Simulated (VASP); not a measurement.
# HfBeP2 (P6/mmm) in VASP: further runs

The runs below take HfBeP2 through single point, with PBE.

All numbers are computed with VASP 6.6.1; they aren't measurements. Logs are shortened: lines on timing, memory, paths and dates and some standing lists are left out, and cuts for length are marked.

**1. The cell of the first run**

It takes space group P6/mmm (No. 191, hexagonal). The conventional cell has a = 3.994 Å, b = 3.994 Å, c = 4.725 Å, α = 90.00°, β = 90.00°, γ = 120.00°. Within 3.1 Å of Hf (site symmetry 6/mmm) lie 2 Be at 2.36 Å. Be (site symmetry 6/mmm) has 6 P at 2.31 Å and 2 Hf at 2.36 Å within 3.0 Å. Within 3.0 Å of P (site symmetry -6m2) lie 3 P at 2.31 Å and 3 Be at 2.31 Å.

The cell was built from a structure type or drawn by symmetry, and may not be a known phase.

**2. Single point, PBE**

Input file INCAR:

```
PREC = Accurate
ENCUT = 520
EDIFF = 1E-6
ISMEAR = 0
SIGMA = 0.1
LREAL = False
LASPH = True
NELM = 80
ALGO = Normal
ISIF = 2
LWAVE = False
LCHARG = True
GGA = PE
LELF = True
LVHAR = True
NBANDS = 19
```

Input file KPOINTS:

```
regular mesh
0
Gamma
  6 6 4
```

Input file POSCAR:

```
HfBeP2
1.0
    3.9939659211      0.0000000000      0.0000000000
   -1.9969829606      3.4588759495      0.0000000000
    0.0000000000      0.0000000000      4.7247149688
Hf Be P
1 1 2
Direct
    0.0000000000      0.0000000000      0.5000000000
    0.0000000000      0.0000000000      0.0000000000
    0.3333333333      0.6666666667      0.0000000000
    0.6666666667      0.3333333333      0.0000000000
```

Potentials or basis: VASP PAW PBE potentials, release 64 (Hf_pv, Be, P).

Run with:

```bash
$ cat potpaw_PBE.64/Hf_pv/POTCAR potpaw_PBE.64/Be/POTCAR potpaw_PBE.64/P/POTCAR > POTCAR
$ mpirun -np 1 vasp_std > vasp.out
```

OUTCAR:

```text
PREC = Accurate
   ENCUT = 520
   EDIFF = 1E-6
   ISMEAR = 0
   LREAL = False
   LASPH = True
   NELM = 80
   ISIF = 2
   GGA = PE

 ion  position               nearest neighbor table
   1  0.000  0.000  0.500-   2 2.36   2 2.36   4 3.30   3 3.30   3 3.30   4 3.30   4 3.30   4 3.30
                             3 3.30   3 3.30   4 3.30   4 3.30   3 3.30   3 3.30
   2  0.000  0.000  0.000-   3 2.31   4 2.31   4 2.31   3 2.31   4 2.31   3 2.31   1 2.36   1 2.36

   3  0.333  0.667  0.000-   4 2.31   4 2.31   2 2.31   2 2.31   2 2.31   4 2.31   1 3.30   1 3.30
                             1 3.30   1 3.30   1 3.30   1 3.30
   4  0.667  0.333  0.000-   3 2.31   3 2.31   2 2.31   2 2.31   2 2.31   3 2.31   1 3.30   1 3.30
                             1 3.30   1 3.30   1 3.30   1 3.30

  LATTYP: Found a hexagonal cell.
 ALAT       =     3.9939659211
 C/A-ratio  =     1.1829632656

  Lattice vectors:

 A1 = (   3.9939659211,   0.0000000000,   0.0000000000)
 A2 = (  -1.9969829606,   3.4588759495,   0.0000000000)
 A3 = (   0.0000000000,   0.0000000000,   4.7247149688)

Analysis of symmetry for initial positions (statically):
=====================================================================
 Subroutine PRICEL returns:
 Original cell was already a primitive cell.

 Routine SETGRP: Setting up the symmetry group for a
 hexagonal supercell.

 Subroutine GETGRP returns: Found 24 space group operations
 (whereof 24 operations were pure point group operations)
 out of a pool of 24 trial point group operations.

The static configuration has the point symmetry D_6h.

Analysis of symmetry for dynamics (positions and initial velocities):
=====================================================================
 Subroutine PRICEL returns:
 Original cell was already a primitive cell.

 Routine SETGRP: Setting up the symmetry group for a
 hexagonal supercell.

 Subroutine GETGRP returns: Found 24 space group operations
 (whereof 24 operations were pure point group operations)
 out of a pool of 24 trial point group operations.

The dynamic configuration has the point symmetry D_6h.

 Subroutine INISYM returns: Found 24 space group operations
 (whereof 24 operations are pure point group operations),
 and found     1 'primitive' translations

----------------------------------------------------------------------------------------

                                     Primitive cell

  volume of cell :      65.2702

  direct lattice vectors                    reciprocal lattice vectors
     3.993965921  0.000000000  0.000000000     0.250377700  0.144555632  0.000000000
    -1.996982961  3.458875949  0.000000000     0.000000000  0.289111265  0.000000000
     0.000000000  0.000000000  4.724714969     0.000000000  0.000000000  0.211652979

  length of vectors
     3.993965921  3.993965921  4.724714969     0.289111265  0.289111265  0.211652979

  position of ions in fractional coordinates (direct lattice)
     0.000000000  0.000000000  0.500000000
     0.000000000  0.000000000  0.000000000
     0.333333333  0.666666667  0.000000000
     0.666666667  0.333333333  0.000000000

  ion indices of the primitive-cell ions
   primitive index   ion index
                 1           1
                 2           2
                 3           3
                 4           4

----------------------------------------------------------------------------------------

 KPOINTS: regular mesh

Automatic generation of k-mesh.
 Grid dimensions read from file:
 generate k-points for:    6    6    4

 Generating k-lattice:

  Cartesian coordinates                     Fractional coordinates (reciprocal lattice)
     0.041729617  0.024092605  0.000000000     0.166666667  0.000000000  0.000000000
     0.000000000  0.048185211  0.000000000     0.000000000  0.166666667  0.000000000
     0.000000000  0.000000000  0.052913245     0.000000000  0.000000000  0.250000000

  Length of vectors
     0.048185211  0.048185211  0.052913245

  Shift w.r.t. Gamma in fractional coordinates (k-lattice)
     0.000000000  0.000000000  0.000000000

 Subroutine IBZKPT returns following result:
 ===========================================

 Found     21 irreducible k-points:

 Following reciprocal coordinates:
            Coordinates               Weight
  0.000000  0.000000  0.000000      1.000000
  0.166667  0.000000  0.000000      6.000000
  0.333333  0.000000  0.000000      6.000000
  0.500000  0.000000  0.000000      3.000000
  0.166667  0.166667  0.000000      6.000000
  0.333333  0.166667  0.000000     12.000000
[... 13 lines left out ...]
  0.333333  0.166667  0.500000     12.000000
  0.333333  0.333333  0.500000      2.000000
   k-points           NKPTS =     21   k-points in BZ     NKDIM =     21   number of bands    NBANDS=     19
   number of dos      NEDOS =    301   number of ions     NIONS =      4
   total plane-waves  NPLWV =  32400
   dimension x,y,z NGX =    30 NGY =   30 NGZ =   36
   dimension x,y,z NGXF=    60 NGYF=   60 NGZF=   72
   ions per type =               1   1   2
   NGX,Y,Z   is equivalent  to a cutoff of  12.49, 12.49, 12.67 a.u.
   NGXF,Y,Z  is equivalent  to a cutoff of  24.97, 24.97, 25.33 a.u.
 SYSTEM =  unknown system
   PREC   = accura    normal or accurate (medium, high low for compatibility)
   ISTART =      0    job   : 0-new  1-cont  2-samecut
   ICHARG =      2    charge: 1-file 2-atom 10-const
   ISPIN  =      1    spin polarized calculation?
   LNONCOLLINEAR =      F non collinear calculations
   LSORBIT =      F    spin-orbit coupling
   LASPH  =      T    aspherical Exc in radial PAW
   ENCUT  =  520.0 eV  38.22 Ry    6.18 a.u.   7.43  7.43  8.78*2*pi/ulx,y,z
   NELM   =     80;   NELMIN=  2; NELMDL= -5     # of ELM steps
   EDIFF  = 0.1E-05   stopping-criterion for ELM
   LREAL  =      F    real-space projection
   EDIFFG = 0.1E-04   stopping-criterion for IOM
   NSW    =      0    number of steps for IOM
   IBRION =     -1    ionic relax: 0-MD 1-quasi-New 2-CG
   NFREE  =      0    steps in history (QN), initial steepest desc. (CG)
   ISIF   =      2    stress and relaxation
   ISYM   =      2    0-nonsym 1-usesym 2-fastsym
   POTIM  = 0.5000    time-step for ionic-motion
   TEBEG  =    0.0;   TEEND  =   0.0 temperature during run
   PSTRESS=    0.0 pullay stress
   NELECT =      22.0000    total number of electrons
   NUPDOWN=      -1.0000    fix difference up-down
   EMIN   =  10.00;   EMAX   =-10.00  energy-range for DOS
   EFERMI =   0.00;   METHOD = LEGACY
   ISMEAR =     0;   SIGMA  =   0.10  broadening in eV -4-tet -1-fermi 0-gaus
   EFERMI_NEDOS =   21; number of points for ismear=-14 and -15
   IALGO  =     38    algorithm
   IMIX   =      4    mixing-type and parameters
     AMIX     =   0.40;   BMIX     =  1.00
     AMIX_MAG =   1.60;   BMIX_MAG =  1.00
  volume/ion in A,a.u.               =      16.32       110.12
  Fermi-wavevector in a.u.,A,eV,Ry     =   1.139316  2.152994 17.660909  1.298040
  Thomas-Fermi vector in A             =   2.276019
   LORBIT       =      0    0 simple, 1 ext, 2 COOP (PROOUT), +10 PAW based schemes
   GGA     = PE    functional components
   LHFCALC =     F    Hartree Fock is set to
   AEXX    =    0.0000 exact exchange contribution
   IVDW    =     0    specifies the selected vdW correction
   LEPSILON=     F    determine dielectric tensor
   LRPA    =     F    only Hartree local field effects (RPA)
 non-spin polarized calculation
 Gauss-broadening in eV      SIGMA  =   0.10
  energy-cutoff  :      520.00
  volume of cell :       65.27
 maximum number of plane-waves:      1787
 NGX is ok and might be reduce to    30
   NGX = 15   NGY = 15   NGZ = 17

 number of electron      22.0000003 magnetization

 Free energy of the ion-electron system (eV)
  ---------------------------------------------------
  ext. energy  EPLUGINS =         0.00000000
  ---------------------------------------------------
  free energy    TOTEN  =       -21.64848393 eV

  energy without entropy =      -21.63489380  energy(sigma->0) =      -21.64168887

 E-fermi :   7.1030     XC(G=0): -10.6741

 val. band max:        7.0466525230   @ k =   0.3333   0.0000   0.2500
 cond. band min:       7.1236816397   @ k =   0.1667   0.0000   0.2500
 fundamental gap:      0.0770291166
 Fermi energy:         7.1030465562

 k-point     1 :       0.0000    0.0000    0.0000
  band No.  band energies     occupation
      1     -24.9102      2.00000
      2     -24.9102      2.00000
      3     -24.7506      2.00000
      4      -8.4952      2.00000
      5       1.3046      2.00000
      6       1.5766      2.00000
[... 11 lines left out ...]
     18      12.2029      0.00000
     19      13.5611      0.00000

 k-point     2 :       0.1667    0.0000    0.0000
  band No.  band energies     occupation
      1     -24.9222      2.00000
      2     -24.9132      2.00000
      3     -24.7488      2.00000
      4      -8.2040      2.00000
      5      -1.0357      2.00000
      6       0.8269      2.00000
[... 11 lines left out ...]
     18      11.9493      0.00000
     19      13.9984      0.00000

 k-point     3 :       0.3333    0.0000    0.0000
  band No.  band energies     occupation
      1     -24.9460      2.00000
      2     -24.9192      2.00000
      3     -24.7453      2.00000
      4      -7.3717      2.00000
      5      -3.4687      2.00000
      6       0.0275      2.00000
[... 11 lines left out ...]
     18      11.2566      0.00000
     19      12.7112      0.00000

 k-point     4 :       0.5000    0.0000    0.0000
  band No.  band energies     occupation
      1     -24.9578      2.00000
      2     -24.9223      2.00000
      3     -24.7436      2.00000
      4      -6.5168      2.00000
      5      -4.8672      2.00000
      6      -0.2561      2.00000
[... 341 lines left out ...]
     18      12.2734      0.00000
     19      12.6871      0.00000

 k-point    20 :       0.3333    0.1667    0.5000
  band No.  band energies     occupation
      1     -24.9506      2.00000
      2     -24.9275      2.00000
      3     -24.7420      2.00000
      4      -6.5903      2.00000
      5      -4.4281      2.00000
      6      -1.0533      2.00000
[... 11 lines left out ...]
     18      12.2378      0.00000
     19      12.3360      0.00000

 k-point    21 :       0.3333    0.3333    0.5000
  band No.  band energies     occupation
      1     -24.9427      2.00000
      2     -24.9427      2.00000
      3     -24.7409      2.00000
      4      -5.5772      2.00000
      5      -5.5772      2.00000
      6      -1.5830      2.00000
[... 11 lines left out ...]
     18      13.7357      0.00000
     19      13.7357      0.00000

------------------------ aborting loop because EDIFF is reached ----------------------------------------

  FORCE on cell =-STRESS in cart. coord.  units (eV):
  Direction    XX          YY          ZZ          XY          YZ          ZX
  --------------------------------------------------------------------------------------
  -------------------------------------------------------------------------------------
  Total       -0.0046505     -0.0046505     -0.1986161      0.0000000      0.0000000      0.0000000
  in kB       -0.1141548     -0.1141548     -4.8753973      0.0000000      0.0000000      0.0000000
  external PRESSURE =      -1.7012356 kB  Pullay stress =       0.0000000 kB

 VOLUME and BASIS-vectors are now :
 -----------------------------------------------------------------------------
  energy-cutoff  :      520.00
  volume of cell :       65.27
      direct lattice vectors                 reciprocal lattice vectors
     3.993965921  0.000000000  0.000000000     0.250377700  0.144555632  0.000000000
    -1.996982961  3.458875949  0.000000000     0.000000000  0.289111265  0.000000000
     0.000000000  0.000000000  4.724714969     0.000000000  0.000000000  0.211652979

 POSITION                                       TOTAL-FORCE (eV/Angst)
 -----------------------------------------------------------------------------------
      0.00000      0.00000      2.36236         0.000000     -0.000000     -0.000000
      0.00000      0.00000      0.00000         0.000000     -0.000000     -0.000000
     -0.00000      2.30592      0.00000        -0.000000      0.000000     -0.000000
      1.99698      1.15296      0.00000         0.000000     -0.000000      0.000000
 -----------------------------------------------------------------------------------
    total drift:                               -0.000000      0.000000      0.000000

  FREE ENERGIE OF THE ION-ELECTRON SYSTEM (eV)
  ---------------------------------------------------
  free  energy   TOTEN  =       -21.6484839349 eV

  energy  without entropy=      -21.6348937954  energy(sigma->0) =      -21.64168887
```

It took 12 s on 1 thread of Intel Xeon 6975P-C (Granite Rapids), shared host; peak memory 0.19 GiB.

What came out:

```
Free energy            : -21.6485 eV
Pressure               : -0.2 GPa
Band gap on the k mesh : zero (bands 11 and 12 overlap by 2.26 eV)
```

Caveat: spin-orbit coupling is left out, which moves the levels of the heavy elements.

**3. Single point, PBE**

This run uses another cell than the first one, of 29.38 Å³/atom.

Input file INCAR:

```
ALGO     = Normal         # electronic algorithm
EDIFF    = 1E-6           # SCF threshold, eV
ENCUT    = 520            # plane-wave cutoff, eV
GGA      = PE             # functional
ISIF     = 2              # what is computed and relaxed
ISMEAR   = 0              # smearing method
LASPH    = True           # aspherical terms in the spheres
LCHARG   = True           # write CHGCAR
LELF     = True           # ELF
LREAL    = False          # projectors in reciprocal space
LVHAR    = True         
LWAVE    = False          # write WAVECAR
NBANDS   = 19             # bands
NELM     = 80             # most SCF steps
PREC     = Accurate       # precision mode
SIGMA    = 0.1            # smearing width, eV
```

Input file KPOINTS:

```
k-points
0
Gamma
  6 6 4
```

Input file POSCAR:

```
HfBeP2
1.0
    4.3565038000      0.0000000000      0.0000000000
   -2.1782519000      3.7728429600      0.0000000000
    0.0000000000      0.0000000000      7.1504813200
Hf Be P
1 1 2
Direct
    0.0000000000      0.0000000000      0.5000000000
    0.0000000000      0.0000000000      0.0000000000
    0.3333333300      0.6666666700      0.0000000000
    0.6666666700      0.3333333300      0.0000000000
```

Potentials or basis: VASP PAW PBE potentials, release 64 (Hf_pv, Be, P).

Run with:

```bash
$ cat potpaw_PBE.64/Hf_pv/POTCAR potpaw_PBE.64/Be/POTCAR potpaw_PBE.64/P/POTCAR > POTCAR
$ mpirun -np 1 vasp_std > vasp.out
```

It took 20 s on 1 thread of Intel Xeon 6975P-C (Granite Rapids), shared host; peak memory 0.25 GiB.

It converged, with:

| Property | Result |
| --- | --- |
| Free energy | -17.8975 eV |
| Pressure | -11.0 GPa |
| Band gap on the k mesh | zero (bands 11 and 12 overlap by 0.60 eV) |

Stress tensor (GPa, compression positive):
```
-11.73   0.00   0.00
  0.00 -11.73   0.00
  0.00   0.00  -9.50
```

Levels at points of the mesh, in eV from the Fermi level:
```tsv
k point	band 9	band 10	band 11	band 12	band 13	band 14
(0.00, 0.00, 0.00)	-3.32	-1.91	-1.91	-0.36	0.37	0.37
(0.50, 0.00, 0.00)	-1.43	-1.31	0.24	0.58	0.68	0.68
(0.00, 0.00, 0.50)	-2.14	-1.93	-1.93	0.34	0.34	0.47
(0.50, 0.00, 0.50)	-2.42	-0.51	-0.01	0.37	0.80	1.43
```

Caveat: the cell stands under tension; spin-orbit coupling is left out, which moves the levels of the heavy elements.

**4. Single point, PBE**

This run uses another cell than the first one, of 16.50 Å³/atom.

Input file INCAR:

```
ALGO = Normal ; EDIFF = 1E-7
ENCUT = 520 ; GGA = PE
ISIF = 2 ; ISMEAR = 0
LASPH = True ; LCHARG = True
LELF = True ; LREAL = False
LVHAR = True ; LWAVE = False
NBANDS = 19 ; NELM = 80
PREC = Accurate ; SIGMA = 0.1
```

Input file KPOINTS:

```
k-points
0
Gamma
  12 12 10
```

Input file POSCAR:

```
HfBeP2
1.0
    4.0289790114      0.0000000000      0.0000000000
   -2.0144895057      3.4891981751      0.0000000000
    0.0000000000      0.0000000000      4.6959091703
Hf Be P
1 1 2
Direct
    0.0000000000      0.0000000000      0.5000000000
    0.0000000000      0.0000000000      0.0000000000
    0.3333333333      0.6666666667      0.0000000000
    0.6666666667      0.3333333333      0.0000000000
```

Run with:

```bash
$ cat potpaw_PBE.64/Hf_pv/POTCAR potpaw_PBE.64/Be/POTCAR potpaw_PBE.64/P/POTCAR > POTCAR
$ mpirun -np 1 vasp_std > vasp.out
```

It took 61 s on 1 thread of Intel Xeon 6975P-C (Granite Rapids), shared host; peak memory 0.28 GiB.

It converged, with:

| Property | Result |
| --- | --- |
| Free energy | -21.6584 eV |
| Pressure | -0.3 GPa |
| Band gap on the k mesh | zero (bands 11 and 12 overlap by 2.37 eV) |

Levels at points of the mesh, in eV from the Fermi level:
```
           k point  band 9  band 10  band 11  band 12  band 13  band 14
(0.00, 0.00, 0.00)   -3.17    -3.17    -3.11    -1.11     0.85     0.85
(0.50, 0.00, 0.00)   -2.29    -0.89     0.06     0.92     1.57     1.80
(0.00, 0.00, 0.50)   -3.80    -3.80    -1.59     0.05     0.05     1.28
(0.50, 0.00, 0.50)   -4.33    -1.81     1.09     1.60     2.18     2.29
```

Caveat: spin-orbit coupling is left out, which moves the levels of the heavy elements.

**5. Summary**

| cell | k mesh | gap on the mesh (eV) | pressure (GPa) |
| --- | --- | --- | --- |
| a = 3.994, b = 3.994, c = 4.725 Å, angles 90.0, 90.0, 120.0°, 4 atoms | 6 × 6 × 4 | none | -0.2 |
| a = 4.357, b = 4.357, c = 7.150 Å, angles 90.0, 90.0, 120.0°, 4 atoms | 6 × 6 × 4 | none | -11.0 |
| a = 4.029, b = 4.029, c = 4.696 Å, angles 90.0, 90.0, 120.0°, 4 atoms | 12 × 12 × 10 | none | -0.3 |

Alike in all rows: task single point; level PBE; potentials or basis VASP PAW PBE potentials, release 64 (Hf_pv, Be, P); no spin polarisation; cutoff (eV) 520; smearing gaussian 0.1 eV.

Caveats: spin-orbit coupling is left out, which moves the levels of the heavy elements; the cell stands under tension (at least some runs).

Total energies depend on the potentials used, so only differences within one code and one set of settings carry meaning.
